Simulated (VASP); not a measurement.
Wanted: the native input for a VASP 6.6.1 run.

- Task: single point
- Functional: PBE
- Potentials or basis: VASP PAW PBE potentials, release 64 (Ta_pv, N)
- Cutoff: 520 eV
- k mesh: 11 × 11 × 11
- Occupations: fermi-dirac, width 0.05 eV
- Spin: no spin polarisation
- Dipole correction: no
- Further INCAR settings: ALGO = Normal; EDIFF = 1e-06; NBANDS = 15

The structure of TaN lies in POSCAR:

```
TaN
1.0
    0.0000000000      2.2147276615      2.2147276615
    2.2147276615      0.0000000000      2.2147276615
    2.2147276615      2.2147276615      0.0000000000
Ta N
1 1
Direct
    0.5000000000      0.5000000000      0.5000000000
    0.0000000000      0.0000000000      0.0000000000
```

One way to write it, as run:

INCAR

```
SYSTEM = TaN
PREC     = Accurate       ! precision mode
ENCUT    = 520            ! plane-wave cutoff, eV
EDIFF    = 1E-6           ! SCF threshold, eV
ISMEAR   = -1             ! smearing method
SIGMA    = 0.05           ! smearing width, eV
LREAL    = .False.        ! projectors in reciprocal space
LASPH    = .True.         ! aspherical terms in the spheres
NELM     = 100            ! most SCF steps
ALGO     = Normal         ! electronic algorithm
ISIF     = 2              ! what is computed and relaxed
LWAVE    = .False.        ! write WAVECAR
LCHARG   = .False.        ! write CHGCAR
GGA      = PE             ! functional
NBANDS   = 15             ! bands
```

KPOINTS

```
Automatic mesh
0
Gamma
  11 11 11
  0 0 0
```

Potentials or basis: VASP PAW PBE potentials, release 64 (Ta_pv, N).

Launch:

```bash
$ cat potpaw_PBE.64/Ta_pv/POTCAR potpaw_PBE.64/N/POTCAR > POTCAR
$ mpirun -np 1 vasp_std > vasp.out
```

It gave:

The pressure is -1.9 GPa. The band gap on the k mesh is zero (band 8 reaches 10.92 eV, above the bottom of band 9 at 7.26 eV).

Caveat: spin-orbit coupling is left out, which moves the levels of the heavy elements.

Wall time 5.7 s on 1 thread of Intel(R) Xeon(R) 6975P-C (Granite Rapids), with other jobs on the host, peak memory 0.15 GiB.
